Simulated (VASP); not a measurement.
Runs of VASP 6.6.1 on InAs. The structure is that of space group F-43m (No. 216), or close to it. The cells are those of the table. 

| task | cell | cutoff (eV) | gap on the mesh (eV) | pressure (GPa) |
| --- | --- | --- | --- | --- |
| relaxation of cell and atoms | relaxed to 4 GPa from a = 4.304 Å, angles 60.0°, 2 atoms | 600 | none | 4.0 |
| single point | a = 4.216 Å, angles 60.0°, 2 atoms | 520 | none | 4.1 |
| single point | a = 3.798 Å, angles 60.0°, 2 atoms | 520 | 0.63 | (a) |
| relaxation of cell and atoms | relaxed to 50 GPa from a = 4.304 Å, angles 60.0°, 2 atoms | 600 | 0.63 | 50.0 |

Alike in all rows: level PBEsol; potentials or basis VASP PAW PBE potentials, release 64 (In_d, As); no spin polarisation; k mesh 12 × 12 × 12; smearing fermi-dirac 0.15 eV.

**Question.** Fill in the values left out.

**Answer.** (a) 50.4.

Caveats: semilocal functionals underestimate gaps, and a narrow one can read as zero; the PAW data sets were made with another functional, which shifts forces and pressure a little; spin-orbit coupling is left out, which moves the levels of the heavy elements; the cell is relaxed towards a set pressure, so the run minimises the enthalpy, not the energy (at least some runs); the cell stands under pressure (at least some runs).

A k mesh can miss the band edges, and the runs leave out spin-orbit coupling on As, In.

A gap of «none» marks levels without a gap at the run's occupations.
